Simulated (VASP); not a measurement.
Wanted: the native input for a VASP 6.6.1 run.

```
Task                   : single point
Functional             : LDA
Potentials or basis    : VASP PAW LDA potentials, release 64 (Ta_pv, W_sv)
Cutoff                 : 520 eV
k mesh                 : 6 × 6 × 6
Occupations            : fermi-dirac, width 0.1 eV
Spin                   : no spin polarisation
Dipole correction      : no
Further INCAR settings : ALGO = Normal; EDIFF = 1e-06; NBANDS = 32
```

The structure of Ta3W lies in POSCAR:

```
Ta3W
1.0
    0.0000000000      3.2230166006      3.2230166006
    3.2230166006      0.0000000000      3.2230166006
    3.2230166006      3.2230166006      0.0000000000
Ta W
3 1
Direct
    0.2500000000      0.2500000000      0.2500000000
    0.7500000000      0.7500000000      0.7500000000
    0.5000000000      0.5000000000      0.5000000000
    0.0000000000      0.0000000000      0.0000000000
```

The input as run:

INCAR

```
SYSTEM = Ta3W
  PREC = Accurate
  ENCUT = 520
  EDIFF = 1E-6
  ISMEAR = -1
  SIGMA = 0.1
  LREAL = .FALSE.
  LASPH = .TRUE.
  NELM = 60
  ALGO = Normal
  ISIF = 2
  LWAVE = .FALSE.
  LCHARG = .FALSE.
  NBANDS = 32
```

KPOINTS

```
regular mesh
0
G
  6 6 6
  0 0 0
```

Potentials or basis: VASP PAW LDA potentials, release 64 (Ta_pv, W_sv).

The run is started by

```sh
$ cat potpaw_LDA.64/Ta_pv/POTCAR potpaw_LDA.64/W_sv/POTCAR > POTCAR
$ mpirun -np 1 vasp_std > vasp.out
```

Results of the run:

```json
{
 "Pressure": "-0.1 GPa"
}
```

Wall time 19 s on 1 thread of Intel(R) Xeon(R) 6975P-C (Granite Rapids), on a shared host, peak memory 0.18 GiB.
